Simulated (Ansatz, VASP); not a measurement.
# Sb: VASP beside Ansatz

File INCAR:

```
SYSTEM = Sb
ALGO     = Normal         ! electronic algorithm
EDIFF    = 1E-6           ! SCF threshold, eV
ENCUT    = 520            ! plane-wave cutoff, eV
GGA      = PE             ! functional
ISIF     = 2              ! what is computed and relaxed
ISMEAR   = -1             ! smearing method
LASPH    = .TRUE.         ! aspherical terms in the spheres
LCHARG   = .FALSE.        ! write CHGCAR
LREAL    = .FALSE.        ! projectors in reciprocal space
LWAVE    = .FALSE.        ! write WAVECAR
NBANDS   = 12             ! bands
NELM     = 60             ! most SCF steps
PREC     = Accurate       ! precision mode
SIGMA    = 0.05           ! smearing width, eV
```

The input KPOINTS:

```
k-points
0
G
  9 6 6
  0 0 0
```

POSCAR

```
Sb
1.0
    3.0802022053      0.0000000000      0.0000000000
    0.0000000000      4.2887605540      0.0000000000
   -0.0383890571      0.0000000000      4.3463061600
Sb
2
Direct
    0.0113890000      0.2500000000      0.2411660000
    0.9886110000      0.7500000000      0.7588340000
```

Contents of input.yaml:

```yaml
crystal:
  lattice:
    - [3.0802022053, 0.0, 0.0]
    - [0.0, 4.288760554, 0.0]
    - [-0.0383890571, 0.0, 4.34630616]
  atoms:
    - { symbol: Sb, position: [0.011389, 0.25, 0.241166] }
    - { symbol: Sb, position: [0.988611, 0.75, 0.758834] }
kpoints:
  mp_grid: { grid: [9, 6, 6] }
scf:
  occupations: { method: fermi_dirac, width: 0.05 }
hamiltonian:
  xc: pbe
  pseudopotentials: { kind: all_electron, lapw: { basis_error: 0.0005 } }
output:
  forces: true
  stress: true
  eigenvalues: true
```

Change from the starting cell: volume scaled by 0.96.

Alike in both runs: task single point; functional PBE; k mesh 9 × 6 × 6; occupations fermi-dirac, width 0.05 eV; no spin polarisation.

|  | VASP | Ansatz |
| --- | --- | --- |
| version | VASP 6.6.1 | Ansatz 0.2.0 |
| potentials or method | VASP PAW PBE potentials, release 64 (Sb), cutoff 520 eV | all-electron LAPW, scalar-relativistic |

VASP gave:

```
gap on the k mesh at the Fermi level (eV)                     : none
pressure (GPa)                                                : 2.9
traceless stress, the component that is largest in VASP (GPa) : -0.19
rms of the force components (eV/Å)                            : 0.073
```

Q: Which values does Ansatz return?

A: gap on the k mesh at the Fermi level (eV): none; pressure (GPa): 2.9; traceless stress, the component that is largest in VASP (GPa): -0.20; rms of the force components (eV/Å): 0.068.

Atom by atom the forces differ by 0.005 eV/Å (rms over components). A gap of «none» marks a metal or a gap that the smearing closes. Ansatz ran all-electron here, and VASP with PAW potentials.

Spin-orbit coupling is off throughout.
